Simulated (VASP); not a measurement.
# NaP2 (P-1) in VASP: a series of runs

Runs on NaP2. Level: PBE+D3(BJ). Tasks: single point.

Program: VASP 6.6.1. These are calculated values, not measurements. Logs are shortened: lines on timing, memory, paths and dates and some standing lists are left out, and cuts for length are marked.

## 1. The cell of the first run

The typed cell holds 6 atoms: a = 3.192 Å, b = 5.354 Å, c = 6.670 Å, α = 97.00°, β = 90.09°, γ = 107.20°.

## 2. Single point, PBE+D3(BJ) (18.00 Å³/atom)

INCAR

```
PREC = Accurate
ENCUT = 520
EDIFF = 1E-6
ISMEAR = 0
SIGMA = 0.02
LREAL = False
LASPH = True
NELM = 80
ALGO = Normal
ISIF = 2
LWAVE = False
LCHARG = False
GGA = PE
IVDW = 12
NBANDS = 26
```

KPOINTS

```
regular mesh
0
Gamma
  8 6 4
```

POSCAR

```
NaP2
1.0
    3.1905804909     -0.0641856319      0.0814519706
   -1.4814093633      5.1446008303      0.0343512368
   -0.1980748388     -0.9466118784      6.5999556894
Na P
2 4
Direct
    0.1380582186      0.7781645683      0.1571059815
    0.8619417814      0.2218354317      0.8428940185
    0.5919415771      0.6836540991      0.7856315714
    0.8953738694      0.2893374860      0.4326862498
    0.4080584229      0.3163459009      0.2143684286
    0.1046261306      0.7106625140      0.5673137502
```

Potentials or basis: VASP PAW PBE potentials, release 64 (Na_pv, P).

The run is started by

```console
cat potpaw_PBE.64/Na_pv/POTCAR potpaw_PBE.64/P/POTCAR > POTCAR
mpirun -np 1 vasp_std > vasp.out
```

OUTCAR:

```text
PREC = Accurate
   ENCUT = 520
   EDIFF = 1E-6
   ISMEAR = 0
   LREAL = False
   LASPH = True
   NELM = 80
   ISIF = 2
   GGA = PE
   IVDW = 12
 IVDW          = 12

 ion  position               nearest neighbor table
   1  0.138  0.778  0.157-   5 2.73   6 2.80
   2  0.862  0.222  0.843-   3 2.73   4 2.80
   3  0.592  0.684  0.786-   6 2.18   6 2.18   2 2.73
   4  0.895  0.289  0.433-   5 2.18   5 2.18   6 2.23   2 2.80
   5  0.408  0.316  0.214-   4 2.18   4 2.18   1 2.73
   6  0.105  0.711  0.567-   3 2.18   3 2.18   4 2.23   1 2.80

  LATTYP: Found a triclinic cell.
 ALAT       =     5.3614638779
 B/A-ratio  =     0.5954092812
 C/A-ratio  =     1.2441446271
 COS(alpha) =     0.0015795881
 COS(beta)  =     0.1225677892
 COS(gamma) =     0.3001183847

  Lattice vectors:

 A1 = (   1.7091711276,   5.0804151984,   0.1158032074)
 A2 = (   3.1905804909,  -0.0641856319,   0.0814519706)
 A3 = (   0.1980748388,   0.9466118784,  -6.5999556894)

Analysis of symmetry for initial positions (statically):
=====================================================================
 Subroutine PRICEL returns:
 Original cell was already a primitive cell.

 Routine SETGRP: Setting up the symmetry group for a
 triclinic supercell.

 Subroutine GETGRP returns: Found  2 space group operations
 (whereof  2 operations were pure point group operations)
 out of a pool of  2 trial point group operations.

The static configuration has the point symmetry S_2 .

Analysis of symmetry for dynamics (positions and initial velocities):
=====================================================================
 Subroutine PRICEL returns:
 Original cell was already a primitive cell.

 Routine SETGRP: Setting up the symmetry group for a
 triclinic supercell.

 Subroutine GETGRP returns: Found  2 space group operations
 (whereof  2 operations were pure point group operations)
 out of a pool of  2 trial point group operations.

The dynamic configuration has the point symmetry S_2 .

 Subroutine INISYM returns: Found  2 space group operations
 (whereof  2 operations are pure point group operations),
 and found     1 'primitive' translations

----------------------------------------------------------------------------------------

                                     Primitive cell

  volume of cell :     108.0073

  direct lattice vectors                    reciprocal lattice vectors
     3.190580491 -0.064185632  0.081451971     0.314670098  0.090460883  0.022418268
    -1.481409363  5.144600830  0.034351237     0.003208293  0.195114881  0.028081029
    -0.198074839 -0.946611878  6.599955689    -0.003900134 -0.002131932  0.151093343

  length of vectors
     3.192265354  5.353753021  6.670436477     0.328181384  0.197151348  0.151158706

  position of ions in fractional coordinates (direct lattice)
     0.138058219  0.778164568  0.157105982
     0.861941781  0.221835432  0.842894018
     0.591941577  0.683654099  0.785631571
     0.895373869  0.289337486  0.432686250
     0.408058423  0.316345901  0.214368429
     0.104626131  0.710662514  0.567313750

  ion indices of the primitive-cell ions
   primitive index   ion index
                 1           1
                 2           2
                 3           3
                 4           4
                 5           5
                 6           6

----------------------------------------------------------------------------------------

 KPOINTS: regular mesh

Automatic generation of k-mesh.
 Grid dimensions read from file:
 generate k-points for:    8    6    4

 Generating k-lattice:

  Cartesian coordinates                     Fractional coordinates (reciprocal lattice)
     0.039333762  0.011307610  0.002802284     0.125000000 -0.000000000 -0.000000000
     0.000534715  0.032519147  0.004680171    -0.000000000  0.166666667 -0.000000000
    -0.000975033 -0.000532983  0.037773336     0.000000000  0.000000000  0.250000000

  Length of vectors
     0.041022673  0.032858558  0.037789677

  Shift w.r.t. Gamma in fractional coordinates (k-lattice)
     0.000000000  0.000000000  0.000000000

 Subroutine IBZKPT returns following result:
 ===========================================

 Found    100 irreducible k-points:

 Following reciprocal coordinates:
            Coordinates               Weight
  0.000000  0.000000  0.000000      1.000000
  0.125000  0.000000  0.000000      2.000000
  0.250000  0.000000  0.000000      2.000000
  0.375000  0.000000  0.000000      2.000000
  0.500000  0.000000  0.000000      1.000000
 -0.000000  0.166667  0.000000      2.000000
[... 16 lines left out ...]
  0.125000  0.500000  0.000000      2.000000
  0.250000  0.500000  0.000000      2.000000
 [... further k-points ...]
   k-points           NKPTS =    100   k-points in BZ     NKDIM =    100   number of bands    NBANDS=     26
   number of dos      NEDOS =    301   number of ions     NIONS =      6
   total plane-waves  NPLWV =  48000
   dimension x,y,z NGX =    24 NGY =   40 NGZ =   50
   dimension x,y,z NGXF=    48 NGYF=   80 NGZF=  100
   ions per type =               2   4
   NGX,Y,Z   is equivalent  to a cutoff of  12.50, 12.42, 12.46 a.u.
   NGXF,Y,Z  is equivalent  to a cutoff of  25.00, 24.84, 24.92 a.u.
 SYSTEM =  unknown system
   PREC   = accura    normal or accurate (medium, high low for compatibility)
   ISTART =      0    job   : 0-new  1-cont  2-samecut
   ICHARG =      2    charge: 1-file 2-atom 10-const
   ISPIN  =      1    spin polarized calculation?
   LNONCOLLINEAR =      F non collinear calculations
   LSORBIT =      F    spin-orbit coupling
   LASPH  =      T    aspherical Exc in radial PAW
   ENCUT  =  520.0 eV  38.22 Ry    6.18 a.u.   5.94  9.95 12.40*2*pi/ulx,y,z
   NELM   =     80;   NELMIN=  2; NELMDL= -5     # of ELM steps
   EDIFF  = 0.1E-05   stopping-criterion for ELM
   LREAL  =      F    real-space projection
   EDIFFG = 0.1E-04   stopping-criterion for IOM
   NSW    =      0    number of steps for IOM
   IBRION =     -1    ionic relax: 0-MD 1-quasi-New 2-CG
   NFREE  =      0    steps in history (QN), initial steepest desc. (CG)
   ISIF   =      2    stress and relaxation
   ISYM   =      2    0-nonsym 1-usesym 2-fastsym
   POTIM  = 0.5000    time-step for ionic-motion
   TEBEG  =    0.0;   TEEND  =   0.0 temperature during run
   PSTRESS=    0.0 pullay stress
   NELECT =      34.0000    total number of electrons
   NUPDOWN=      -1.0000    fix difference up-down
   EMIN   =  10.00;   EMAX   =-10.00  energy-range for DOS
   EFERMI =   0.00;   METHOD = LEGACY
   ISMEAR =     0;   SIGMA  =   0.02  broadening in eV -4-tet -1-fermi 0-gaus
   EFERMI_NEDOS =   21; number of points for ismear=-14 and -15
   IALGO  =     38    algorithm
   IMIX   =      4    mixing-type and parameters
     AMIX     =   0.40;   BMIX     =  1.00
     AMIX_MAG =   1.60;   BMIX_MAG =  1.00
  volume/ion in A,a.u.               =      18.00       121.48
  Fermi-wavevector in a.u.,A,eV,Ry     =   1.113654  2.104500 16.874279  1.240225
  Thomas-Fermi vector in A             =   2.250241
   LORBIT       =      0    0 simple, 1 ext, 2 COOP (PROOUT), +10 PAW based schemes
   GGA     = PE    functional components
   LHFCALC =     F    Hartree Fock is set to
   AEXX    =    0.0000 exact exchange contribution
   IVDW    =    12    specifies the selected vdW correction
   LEPSILON=     F    determine dielectric tensor
   LRPA    =     F    only Hartree local field effects (RPA)
 non-spin polarized calculation
 Gauss-broadening in eV      SIGMA  =   0.02
  energy-cutoff  :      520.00
  volume of cell :      108.01
 maximum number of plane-waves:      2926
   NGX = 11   NGY = 19   NGZ = 25

 number of electron      34.0000003 magnetization

 Free energy of the ion-electron system (eV)
  ---------------------------------------------------
  ext. energy  EPLUGINS =         0.00000000
  ---------------------------------------------------
  free energy    TOTEN  =       -25.48197400 eV

  energy without entropy =      -25.48197400  energy(sigma->0) =      -25.48197400

 E-fermi :   5.4987     XC(G=0):  -9.5445

 val. band max:        5.4091935452   @ k =  -0.0000   0.5000   0.0000
 cond. band min:       6.0688689736   @ k =  -0.3750   0.1667  -0.0000
 fundamental gap:      0.6596754283
 Fermi energy:         5.4987441926

 k-point     1 :       0.0000    0.0000    0.0000
  band No.  band energies     occupation
      1     -18.7183      2.00000
      2     -18.6934      2.00000
      3     -18.6891      2.00000
      4     -18.6650      2.00000
      5     -18.6648      2.00000
      6     -18.6627      2.00000
[... 18 lines left out ...]
     25      11.5942      0.00000
     26      12.8282      0.00000

 k-point     2 :       0.1250    0.0000    0.0000
  band No.  band energies     occupation
      1     -18.7166      2.00000
      2     -18.6929      2.00000
      3     -18.6858      2.00000
      4     -18.6789      2.00000
      5     -18.6773      2.00000
      6     -18.6615      2.00000
[... 18 lines left out ...]
     25      11.7599      0.00000
     26      12.0018      0.00000

 k-point     3 :       0.2500    0.0000    0.0000
  band No.  band energies     occupation
      1     -18.7148      2.00000
      2     -18.7105      2.00000
      3     -18.7087      2.00000
      4     -18.6894      2.00000
      5     -18.6775      2.00000
      6     -18.6596      2.00000
[... 572 lines left out ...]
 k-point    23 :       0.1250    0.5000    0.0000
  band No.  band energies     occupation
      1     -18.7206      2.00000
      2     -18.7005      2.00000
      3     -18.6820      2.00000
      4     -18.6758      2.00000
      5     -18.6728      2.00000
      6     -18.6663      2.00000
[... 18 lines left out ...]
     25      10.9890      0.00000
     26      12.0813      0.00000

 k-point    24 :       0.2500    0.5000    0.0000
  band No.  band energies     occupation
      1     -18.7167      2.00000
      2     -18.7122      2.00000
      3     -18.7078      2.00000
      4     -18.6931      2.00000
      5     -18.6702      2.00000
      6     -18.6633      2.00000
[... 18 lines left out ...]
     25      11.2012      0.00000
     26      11.8521      0.00000

 [... further k-points ...]

------------------------ aborting loop because EDIFF is reached ----------------------------------------

 Edisp (eV)   -2.11754

 E8    (eV) :    -0.8705

  FORCE on cell =-STRESS in cart. coord.  units (eV):
  Direction    XX          YY          ZZ          XY          YZ          ZX
  --------------------------------------------------------------------------------------
  -------------------------------------------------------------------------------------
  Total       3.79752     3.88678     3.77867    -0.00446     0.03723     0.00638
  in kB      56.33234    57.65637    56.05267    -0.06609     0.55232     0.09465
  external pressure =       56.68 kB  Pullay stress =        0.00 kB

 VOLUME and BASIS-vectors are now :
 -----------------------------------------------------------------------------
  energy-cutoff  :      520.00
  volume of cell :      108.01
      direct lattice vectors                 reciprocal lattice vectors
     3.190580491 -0.064185632  0.081451971     0.314670098  0.090460883  0.022418268
    -1.481409363  5.144600830  0.034351237     0.003208293  0.195114881  0.028081029
    -0.198074839 -0.946611878  6.599955689    -0.003900134 -0.002131932  0.151093343

 POSITION                                       TOTAL-FORCE (eV/Angst)
 -----------------------------------------------------------------------------------
     -0.74341      3.84577      1.07487        -0.000220     -0.000146     -0.001047
      2.25451      0.28804      5.64089         0.000220      0.000146      0.001047
      0.72025      2.73545      5.25683         0.000570      0.019135     -0.069727
      2.34243      1.02147      2.93858         0.001436      0.059637     -0.059870
      0.79084      1.39836      1.45893        -0.000570     -0.019135      0.069727
     -0.83133      3.11233      3.77718        -0.001436     -0.059637      0.059870
 -----------------------------------------------------------------------------------
    total drift:                               -0.000000      0.000000      0.000000

  FREE ENERGIE OF THE ION-ELECTRON SYSTEM (eV)
  ---------------------------------------------------
  free  energy   TOTEN  =       -27.5995111698 eV

  energy  without entropy=      -27.5995111698  energy(sigma->0) =      -27.59951117
```

Wall time 84 s (1 thread of Intel Xeon 6975P-C (Granite Rapids), shared host); peak memory 0.34 GiB.

Results:

```
Free energy                : -27.5995 eV
Pressure                   : 5.7 GPa
Largest force              : 0.085 eV/Å
Band gap on the k mesh     : 0.66 eV (least direct gap 1.61 eV)
Dispersion energy per atom : -0.353 eV
```

Forces on the atoms (eV/Å):
```
Na   0.000  0.000 -0.001
Na   0.000  0.000  0.001
P    0.001  0.019 -0.070
P    0.001  0.060 -0.060
P   -0.001 -0.019  0.070
P   -0.001 -0.060  0.060
```

Levels at points of the mesh, in eV from the valence-band top:
```csv
k point,band 15,band 16,band 17,band 18,band 19,band 20
"(0.00, 0.00, 0.00)",-1.93,-1.49,-1.18,1.80,1.94,2.63
"(0.50, 0.00, 0.00)",-2.35,-1.96,-1.50,1.07,1.25,2.37
"(0.00, 0.50, 0.00)",-1.39,-1.02,0.00,1.68,1.97,2.71
"(0.50, 0.50, 0.00)",-2.34,-1.96,-1.51,1.07,1.26,2.38
"(0.00, 0.00, 0.50)",-1.94,-1.77,-0.57,1.52,2.06,2.98
"(0.50, 0.00, 0.50)",-2.40,-1.46,-1.18,0.94,2.07,2.12
"(0.00, 0.50, 0.50)",-2.13,-1.87,-0.22,1.79,1.95,2.85
"(0.50, 0.50, 0.50)",-2.37,-1.46,-1.18,0.94,2.08,2.11
```

Caveat: the cell stands under pressure. A k mesh can miss the band edges.

## 3. Single point, PBE+D3(BJ) (18.61 Å³/atom)

This run uses another cell than the first one, of 18.61 Å³/atom.

INCAR

```
ALGO = Normal ; EDIFF = 1E-6
ENCUT = 520 ; GGA = PE
ISIF = 2 ; ISMEAR = 0
IVDW = 12 ; LASPH = True
LCHARG = False ; LREAL = False
LWAVE = False ; NBANDS = 26
NELM = 60 ; PREC = Accurate
SIGMA = 0.02
```

KPOINTS

```
k-points
0
Gamma
  8 6 4
```

POSCAR

```
NaP2
1.0
    3.2137844053     -0.0619707623      0.0787835569
   -1.4863724581      5.2323605370      0.0146651138
   -0.2082155252     -0.9911693527      6.6636813557
Na P
2 4
Direct
    0.1388290213      0.7801548814      0.1606075044
    0.8611709787      0.2198451186      0.8393924956
    0.5922089049      0.6826544829      0.7854982373
    0.8972988934      0.2926224643      0.4307656247
    0.4077910951      0.3173455171      0.2145017627
    0.1027011066      0.7073775357      0.5692343753
```

Potentials or basis: VASP PAW PBE potentials, release 64 (Na_pv, P).

The run is started by

```console
cat potpaw_PBE.64/Na_pv/POTCAR potpaw_PBE.64/P/POTCAR > POTCAR
mpirun -np 1 vasp_std > vasp.out
```

Run time: 94 s. Hardware: 1 thread of Intel Xeon 6975P-C (Granite Rapids), shared host; peak memory 0.35 GiB.

Results (log left out):

* Free energy: -27.7118 eV
* Pressure: 3.8 GPa
* Largest force: 0.080 eV/Å
* Band gap on the k mesh: 0.70 eV (least direct gap 1.67 eV)
* Dispersion energy per atom: -0.341 eV

Forces in eV/Å, atoms in the order of the input:
```
Na   0.000 -0.001 -0.001
Na   0.000  0.001  0.001
P    0.000  0.018 -0.069
P    0.001  0.056 -0.057
P    0.000 -0.018  0.069
P   -0.001 -0.056  0.057
```

Stress tensor (GPa, compression positive):
```
 3.74 -0.01  0.01
-0.01  3.87  0.05
 0.01  0.05  3.72
```

Levels at points of the mesh, in eV from the valence-band top:
| k point | band 14 | band 15 | band 16 | band 17 | band 18 | band 19 | band 20 | band 21 |
| --- | --- | --- | --- | --- | --- | --- | --- | --- |
| (0.00, 0.00, 0.00) | -2.86 | -1.93 | -1.39 | -1.13 | 1.77 | 1.90 | 2.57 | 3.80 |
| (0.50, 0.00, 0.00) | -3.47 | -2.31 | -1.87 | -1.44 | 1.11 | 1.32 | 2.43 | 3.10 |
| (0.00, 0.50, 0.00) | -1.84 | -1.41 | -0.99 | 0.00 | 1.67 | 2.02 | 2.63 | 3.61 |
| (0.50, 0.50, 0.00) | -3.47 | -2.28 | -1.88 | -1.45 | 1.12 | 1.33 | 2.44 | 3.11 |
| (0.00, 0.00, 0.50) | -2.19 | -1.94 | -1.71 | -0.55 | 1.45 | 2.02 | 2.96 | 2.98 |
| (0.50, 0.00, 0.50) | -4.25 | -2.32 | -1.41 | -1.14 | 1.01 | 2.12 | 2.20 | 2.77 |
| (0.00, 0.50, 0.50) | -2.12 | -2.06 | -1.89 | -0.23 | 1.79 | 1.96 | 2.78 | 3.95 |
| (0.50, 0.50, 0.50) | -4.25 | -2.28 | -1.41 | -1.14 | 0.99 | 2.14 | 2.17 | 2.78 |

Caveat: the cell stands under pressure.

## 4. Single point, PBE+D3(BJ) (19.23 Å³/atom)

This run uses another cell than the first one, of 19.23 Å³/atom.

INCAR

```
ALGO = Normal ; EDIFF = 1E-6
ENCUT = 520 ; GGA = PE
ISIF = 2 ; ISMEAR = 0
IVDW = 12 ; LASPH = T
LCHARG = T ; LELF = T
LREAL = F ; LVHAR = T
LWAVE = F ; NBANDS = 26
NELM = 60 ; PREC = Accurate
SIGMA = 0.02
```

KPOINTS is that of step 3.

POSCAR

```
NaP2
1.0
    3.2356334122     -0.0594031133      0.0753602192
   -1.4902236557      5.3187116106     -0.0026346961
   -0.2198836952     -1.0328985664      6.7272311896
Na P
2 4
Direct
    0.1393926710      0.7820365929      0.1638750841
    0.8606073290      0.2179634071      0.8361249159
    0.5927950644      0.6817469916      0.7850314162
    0.8990423208      0.2957458450      0.4292069723
    0.4072049356      0.3182530084      0.2149685838
    0.1009576792      0.7042541550      0.5707930277
```

The run is started by

```console
cat potpaw_PBE.64/Na_pv/POTCAR potpaw_PBE.64/P/POTCAR > POTCAR
mpirun -np 1 vasp_std > vasp.out
```

Wall time 1.7 min (1 thread of Intel Xeon 6975P-C (Granite Rapids), shared host); peak memory 0.37 GiB.

It converged, with:

- Free energy: -27.7840 eV
- Pressure: 2.2 GPa
- Largest force: 0.075 eV/Å
- Band gap on the k mesh: 0.75 eV (least direct gap 1.67 eV)
- Dispersion energy per atom: -0.330 eV

Forces in eV/Å, atoms in the order of the input:
```
Na   0.001 -0.002 -0.002
Na  -0.001  0.002  0.002
P   -0.001  0.015 -0.065
P    0.000  0.052 -0.053
P    0.001 -0.015  0.065
P    0.000 -0.052  0.053
```

Stress tensor (GPa, compression positive):
```
 2.15 -0.01  0.01
-0.01  2.27  0.04
 0.01  0.04  2.15
```

Levels at points of the mesh, in eV from the valence-band top:
```tsv
k point	band 15	band 16	band 17	band 18	band 19	band 20
(0.00, 0.00, 0.00)	-1.93	-1.30	-1.08	1.74	1.86	2.51
(0.50, 0.00, 0.00)	-2.25	-1.78	-1.38	1.15	1.39	2.49
(0.00, 0.50, 0.00)	-1.42	-0.96	0.00	1.67	2.07	2.55
(0.50, 0.50, 0.00)	-2.22	-1.80	-1.39	1.17	1.40	2.49
(0.00, 0.00, 0.50)	-1.94	-1.66	-0.54	1.40	1.99	2.93
(0.50, 0.00, 0.50)	-2.25	-1.36	-1.09	1.07	2.18	2.28
(0.00, 0.50, 0.50)	-1.98	-1.90	-0.24	1.79	1.97	2.72
(0.50, 0.50, 0.50)	-2.20	-1.36	-1.10	1.05	2.20	2.23
```

## 5. Overview

```csv
cell,gap on the mesh (eV),pressure (GPa),largest force (eV/Å)
"a = 3.192, b = 5.354, c = 6.670 Å, angles 97.0, 90.1, 107.2°, 6 atoms, atomic positions A",0.66,5.7,0.08
"a = 3.215, b = 5.439, c = 6.740 Å, angles 97.5, 90.2, 107.0°, 6 atoms, atomic positions B",0.70,3.8,0.08
"a = 3.237, b = 5.524, c = 6.810 Å, angles 97.9, 90.4, 106.7°, 6 atoms, atomic positions C",0.75,2.2,0.07
```

Alike in all rows: task single point; level PBE+D3(BJ); potentials or basis VASP PAW PBE potentials, release 64 (Na_pv, P); no spin polarisation; k mesh 8 × 6 × 4; cutoff (eV) 520; smearing gaussian 0.02 eV.

Caveats: the cell stands under pressure (at least some runs).

Total energies depend on the potentials used, so only differences within one code and one set of settings carry meaning.
